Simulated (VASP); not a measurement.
# LaH3 (Fm-3m) in VASP: further runs

The runs below take LaH3 through relaxation of cell and atoms, single point, with LDA, PBEsol.

Everything below comes from runs of VASP 6.6.1. Logs are shortened: lines on timing, memory, paths and dates and some standing lists are left out, and cuts for length are marked.

### Step 1. The cell of the first run

It takes space group Fm-3m (No. 225, cubic). The conventional cell has a = 5.573 Å, b = 5.573 Å, c = 5.573 Å, α = 90.00°, β = 90.00°, γ = 90.00°. La (site symmetry m-3m) has 14 H at 2.41 to 2.79 Å within 3.2 Å. Within 3.2 Å of H (site symmetry m-3m) lie 8 H at 2.41 Å and 6 La at 2.79 Å. H (site symmetry -43m) has 4 La at 2.41 Å and 10 H at 2.41 to 2.79 Å within 3.2 Å.

### Step 2. Relaxation of cell and atoms, LDA

File INCAR:

```
PREC = Accurate ; ENCUT = 600
EDIFF = 1E-6 ; ISMEAR = -1
SIGMA = 0.05 ; LREAL = F
LASPH = T ; NELM = 60
ALGO = Normal ; ISIF = 3
LWAVE = F ; LCHARG = F
GGA = CA ; IBRION = 2
NSW = 100 ; EDIFFG = -0.002
```

File KPOINTS:

```
regular mesh
0
Gamma
  12 12 12
```

File POSCAR:

```
LaH3
1.0
    0.0000000000      2.7864794500      2.7864794500
    2.7864794500      0.0000000000      2.7864794500
    2.7864794500      2.7864794500      0.0000000000
La H
1 3
Direct
    0.0000000000      0.0000000000      0.0000000000
    0.5000000000      0.5000000000      0.5000000000
    0.7500000000      0.7500000000      0.7500000000
    0.2500000000      0.2500000000      0.2500000000
```

Potentials or basis: VASP PAW LDA potentials, release 64 (La, H).

Command:

```console
> cat potpaw_LDA.64/La/POTCAR potpaw_LDA.64/H/POTCAR > POTCAR
> mpirun -np 1 vasp_std > vasp.out
```

OUTCAR:

```text
PREC = Accurate
   ENCUT = 600
   EDIFF = 1E-6
   ISMEAR = -1
   LREAL = F
   LASPH = T
   NELM = 60
   ISIF = 3
   GGA = CA
   IBRION = 2
   NSW = 100
   EDIFFG = -0.002

 ion  position               nearest neighbor table
   1  0.000  0.000  0.000-
   2  0.500  0.500  0.500-
   3  0.750  0.750  0.750-
   4  0.250  0.250  0.250-

  LATTYP: Found a face centered cubic cell.
 ALAT       =     5.5729589000

  Lattice vectors:

 A1 = (   0.0000000000,   2.7864794500,   2.7864794500)
 A2 = (   2.7864794500,   0.0000000000,   2.7864794500)
 A3 = (   2.7864794500,   2.7864794500,   0.0000000000)

Analysis of symmetry for initial positions (statically):
=====================================================================
 Subroutine PRICEL returns:
 Original cell was already a primitive cell.

 Routine SETGRP: Setting up the symmetry group for a
 face centered cubic supercell.

 Subroutine GETGRP returns: Found 48 space group operations
 (whereof 48 operations were pure point group operations)
 out of a pool of 48 trial point group operations.

The static configuration has the point symmetry O_h .

Analysis of symmetry for dynamics (positions and initial velocities):
=====================================================================
 Subroutine PRICEL returns:
 Original cell was already a primitive cell.

 Routine SETGRP: Setting up the symmetry group for a
 face centered cubic supercell.

 Subroutine GETGRP returns: Found 48 space group operations
 (whereof 48 operations were pure point group operations)
 out of a pool of 48 trial point group operations.

The dynamic configuration has the point symmetry O_h .

 Subroutine INISYM returns: Found 48 space group operations
 (whereof 48 operations are pure point group operations),
 and found     1 'primitive' translations

----------------------------------------------------------------------------------------

                                     Primitive cell

  volume of cell :      43.2711

  direct lattice vectors                    reciprocal lattice vectors
     0.000000000  2.786479450  2.786479450    -0.179437892  0.179437892  0.179437892
     2.786479450  0.000000000  2.786479450     0.179437892 -0.179437892  0.179437892
     2.786479450  2.786479450  0.000000000     0.179437892  0.179437892 -0.179437892

  length of vectors
     3.940677029  3.940677029  3.940677029     0.310795547  0.310795547  0.310795547

  position of ions in fractional coordinates (direct lattice)
     0.000000000  0.000000000  0.000000000
     0.500000000  0.500000000  0.500000000
     0.750000000  0.750000000  0.750000000
     0.250000000  0.250000000  0.250000000

  ion indices of the primitive-cell ions
   primitive index   ion index
                 1           1
                 2           2
                 3           3
                 4           4

----------------------------------------------------------------------------------------

 KPOINTS: regular mesh

Automatic generation of k-mesh.
 Grid dimensions read from file:
 generate k-points for:   12   12   12

 Generating k-lattice:

  Cartesian coordinates                     Fractional coordinates (reciprocal lattice)
    -0.014953158  0.014953158  0.014953158     0.083333333  0.000000000  0.000000000
     0.014953158 -0.014953158  0.014953158     0.000000000  0.083333333  0.000000000
     0.014953158  0.014953158 -0.014953158     0.000000000  0.000000000  0.083333333

  Length of vectors
     0.025899629  0.025899629  0.025899629

  Shift w.r.t. Gamma in fractional coordinates (k-lattice)
     0.000000000  0.000000000  0.000000000

 Subroutine IBZKPT returns following result:
 ===========================================

 Found     72 irreducible k-points:

 Following reciprocal coordinates:
            Coordinates               Weight
  0.000000  0.000000  0.000000      1.000000
  0.083333  0.000000  0.000000      8.000000
  0.166667  0.000000  0.000000      8.000000
  0.250000  0.000000  0.000000      8.000000
  0.333333  0.000000  0.000000      8.000000
  0.416667  0.000000  0.000000      8.000000
[... 16 lines left out ...]
  0.500000  0.166667  0.000000     24.000000
 -0.416667  0.166667  0.000000     24.000000
 [... further k-points ...]
   k-points           NKPTS =     72   k-points in BZ     NKDIM =     72   number of bands    NBANDS=     11
   number of dos      NEDOS =    301   number of ions     NIONS =      4
   total plane-waves  NPLWV =  32768
   dimension x,y,z NGX =    32 NGY =   32 NGZ =   32
   dimension x,y,z NGXF=    64 NGYF=   64 NGZF=   64
   ions per type =               1   3
   NGX,Y,Z   is equivalent  to a cutoff of  13.50, 13.50, 13.50 a.u.
   NGXF,Y,Z  is equivalent  to a cutoff of  27.00, 27.00, 27.00 a.u.
 SYSTEM =  unknown system
   PREC   = accura    normal or accurate (medium, high low for compatibility)
   ISTART =      0    job   : 0-new  1-cont  2-samecut
   ICHARG =      2    charge: 1-file 2-atom 10-const
   ISPIN  =      1    spin polarized calculation?
   LNONCOLLINEAR =      F non collinear calculations
   LSORBIT =      F    spin-orbit coupling
   LASPH  =      T    aspherical Exc in radial PAW
   ENCUT  =  600.0 eV  44.10 Ry    6.64 a.u.   7.87  7.87  7.87*2*pi/ulx,y,z
   NELM   =     60;   NELMIN=  2; NELMDL= -5     # of ELM steps
   EDIFF  = 0.1E-05   stopping-criterion for ELM
   LREAL  =      F    real-space projection
   EDIFFG = -.2E-02   stopping-criterion for IOM
   NSW    =    100    number of steps for IOM
   IBRION =      2    ionic relax: 0-MD 1-quasi-New 2-CG
   NFREE  =      1    steps in history (QN), initial steepest desc. (CG)
   ISIF   =      3    stress and relaxation
   ISYM   =      2    0-nonsym 1-usesym 2-fastsym
   POTIM  = 0.5000    time-step for ionic-motion
   TEBEG  =    0.0;   TEEND  =   0.0 temperature during run
   PSTRESS=    0.0 pullay stress
   NELECT =      14.0000    total number of electrons
   NUPDOWN=      -1.0000    fix difference up-down
   EMIN   =  10.00;   EMAX   =-10.00  energy-range for DOS
   EFERMI =   0.00;   METHOD = LEGACY
   ISMEAR =    -1;   SIGMA  =   0.05  broadening in eV -4-tet -1-fermi 0-gaus
   EFERMI_NEDOS =   21; number of points for ismear=-14 and -15
   IALGO  =     38    algorithm
   IMIX   =      4    mixing-type and parameters
     AMIX     =   0.40;   BMIX     =  1.00
     AMIX_MAG =   1.60;   BMIX_MAG =  1.00
  volume/ion in A,a.u.               =      10.82        73.00
  Fermi-wavevector in a.u.,A,eV,Ry     =   1.123876  2.123817 17.185477  1.263097
  Thomas-Fermi vector in A             =   2.260545
   LORBIT       =      0    0 simple, 1 ext, 2 COOP (PROOUT), +10 PAW based schemes
   GGA     = CA    functional components
   LHFCALC =     F    Hartree Fock is set to
   AEXX    =    0.0000 exact exchange contribution
   IVDW    =     0    specifies the selected vdW correction
   LEPSILON=     F    determine dielectric tensor
   LRPA    =     F    only Hartree local field effects (RPA)
 conjugate gradient relaxation of ions
 non-spin polarized calculation
  energy-cutoff  :      600.00
  volume of cell :       43.27
 maximum number of plane-waves:      1464
   NGX = 15   NGY = 15   NGZ = 15

--------------------------------------- Ionic step        1  -------------------------------------------

 number of electron      14.0000001 magnetization

 Free energy of the ion-electron system (eV)
  ---------------------------------------------------
  ext. energy  EPLUGINS =         0.00000000
  ---------------------------------------------------
  free energy    TOTEN  =       -18.58780210 eV

  energy without entropy =      -18.58607817  energy(sigma->0) =      -18.58694014

------------------------ aborting loop because EDIFF is reached ----------------------------------------

  FORCE on cell =-STRESS in cart. coord.  units (eV):
  Direction    XX          YY          ZZ          XY          YZ          ZX
  --------------------------------------------------------------------------------------
  -------------------------------------------------------------------------------------
  Total       -1.2784050     -1.2784050     -1.2784050      0.0000000      0.0000000      0.0000000
  in kB      -47.3349049    -47.3349049    -47.3349049      0.0000000      0.0000000      0.0000000
  external PRESSURE =     -47.3349049 kB  Pullay stress =       0.0000000 kB
[... 95 lines left out ...]
  FREE ENERGIE OF THE ION-ELECTRON SYSTEM (eV)
  ---------------------------------------------------
  free  energy   TOTEN  =       -18.6257287582 eV

  energy  without entropy=      -18.6238018602  energy(sigma->0) =      -18.62476531

[... ionic steps 4 to 16 ...]

--------------------------------------- Ionic step       17  -------------------------------------------

 number of electron      14.0000000 magnetization

------------------------ aborting loop because EDIFF is reached ----------------------------------------

  FORCE on cell =-STRESS in cart. coord.  units (eV):
  Direction    XX          YY          ZZ          XY          YZ          ZX
  --------------------------------------------------------------------------------------
  -------------------------------------------------------------------------------------
  Total       -0.0162266     -0.0162266     -0.0162266     -0.0000000      0.0000000     -0.0000000
  in kB       -0.6367049     -0.6367049     -0.6367049     -0.0000000      0.0000000     -0.0000000
  external PRESSURE =      -0.6367049 kB  Pullay stress =       0.0000000 kB
[... 61 lines left out ...]
  energy  without entropy=      -18.6238048650  energy(sigma->0) =      -18.62476721

--------------------------------------- Ionic step       19  -------------------------------------------

 number of electron      14.0000000 magnetization

 Free energy of the ion-electron system (eV)
  ---------------------------------------------------
  ext. energy  EPLUGINS =         0.00000000
  ---------------------------------------------------
  free energy    TOTEN  =       -18.62573111 eV

  energy without entropy =      -18.62380567  energy(sigma->0) =      -18.62476839

 E-fermi :   8.1655     XC(G=0): -10.5342

 val. band max:        8.1000405680   @ k =   0.0833   0.0833   0.0000
 cond. band min:       8.1928500910   @ k =   0.5000   0.0000   0.0000
 fundamental gap:      0.0928095230
 Fermi energy:         8.1655264339

 k-point     1 :       0.0000    0.0000    0.0000
  band No.  band energies     occupation
      1     -24.9831      2.00000
      2      -8.1855      2.00000
      3      -8.1855      2.00000
      4      -8.1855      2.00000
      5      -0.0717      2.00000
      6       5.0966      2.00000
      7       8.3789      0.02767
      8       8.3789      0.02767
      9       8.3789      0.02767
     10       8.7996      0.00001
     11       9.3656      0.00000
[... 309 lines left out ...]
 k-point    24 :      -0.4167    0.1667    0.0000
  band No.  band energies     occupation
      1     -24.7982      2.00000
      2      -9.4921      2.00000
      3      -8.6271      2.00000
      4      -8.3854      2.00000
      5       2.4945      2.00000
      6       3.9408      2.00000
      7       4.8084      2.00000
      8       8.6049      0.00031
      9       9.2621      0.00000
     10       9.4025      0.00000
     11       9.4318      0.00000

 [... further k-points ...]
[... 5 lines left out ...]
  --------------------------------------------------------------------------------------
  -------------------------------------------------------------------------------------
  Total       -0.0060499     -0.0060499     -0.0060499     -0.0000000     -0.0000000     -0.0000000
  in kB       -0.2374595     -0.2374595     -0.2374595     -0.0000000     -0.0000000     -0.0000000
  external PRESSURE =      -0.2374595 kB  Pullay stress =       0.0000000 kB
[... 19 lines left out ...]
  FREE ENERGIE OF THE ION-ELECTRON SYSTEM (eV)
  ---------------------------------------------------
  free  energy   TOTEN  =       -18.6257311145 eV

  energy  without entropy=      -18.6238056719  energy(sigma->0) =      -18.62476839

 reached required accuracy - stopping structural energy minimisation
```

Wall time 3.7 min (1 thread of Oxide Virtual Turin-like, shared host); peak memory 0.18 GiB.

Results:

```yaml
Free_energy: -18.6257 eV
Relaxed_volume: 10.20 Å³/atom
Relaxed_cell: a = 3.865 Å, b = 3.865 Å, c = 3.865 Å, α = 60.00°, β = 60.00°, γ = 60.00°
Space_group_after_relaxing_to_0.1_Å: Fm-3m (No. 225)
Energy_gained_by_relaxing: 9.5 meV/atom
Ionic_steps: 19
Pressure_after_relaxing: 0.0 GPa
Band_gap_on_the_k_mesh: zero (bands 7 and 8 overlap by 0.19 eV)
```

Step by step:
```
step  energy change (eV)  largest force (eV/Å)  pressure (GPa)  volume (Å³)
   1              0.0000                0.0000           -4.73        43.27
   2             -0.0363                0.0000           -1.08        41.30
   3             -0.0379                0.0000            0.05        40.79
   4             -0.0379                0.0000           -0.04        40.84
   5             -0.0379                0.0000           -0.07        40.84
   6             -0.0379                0.0000           -0.06        40.84
   7             -0.0379                0.0000           -0.06        40.84
   8             -0.0379                0.0000           -0.06        40.84
   9             -0.0379                0.0000           -0.06        40.84
  10             -0.0379                0.0000           -0.06        40.84
  11             -0.0379                0.0000           -0.06        40.84
  12             -0.0379                0.0000           -0.06        40.84
  13             -0.0379                0.0000           -0.06        40.84
  14             -0.0379                0.0000           -0.06        40.84
  15             -0.0379                0.0000           -0.06        40.84
  16             -0.0379                0.0000           -0.06        40.83
  17             -0.0379                0.0000           -0.06        40.83
  18             -0.0379                0.0000           -0.06        40.83
  19             -0.0379                0.0000           -0.02        40.82
```

Final structure:
```
CELL_PARAMETERS angstrom
0.00000 2.73283 2.73283
2.73283 0.00000 2.73283
2.73283 2.73283 0.00000
ATOMIC_POSITIONS crystal
La 0.00000 0.00000 0.00000
H 0.50000 0.50000 0.50000
H 0.75000 0.75000 0.75000
H 0.25000 0.25000 0.25000
```

Caveat: spin-orbit coupling is left out, which moves the levels of the heavy elements.

(Part 1 of 2 ends here.)

The gap in the log of VASP goes by the Fermi energy; the results here count the filled bands.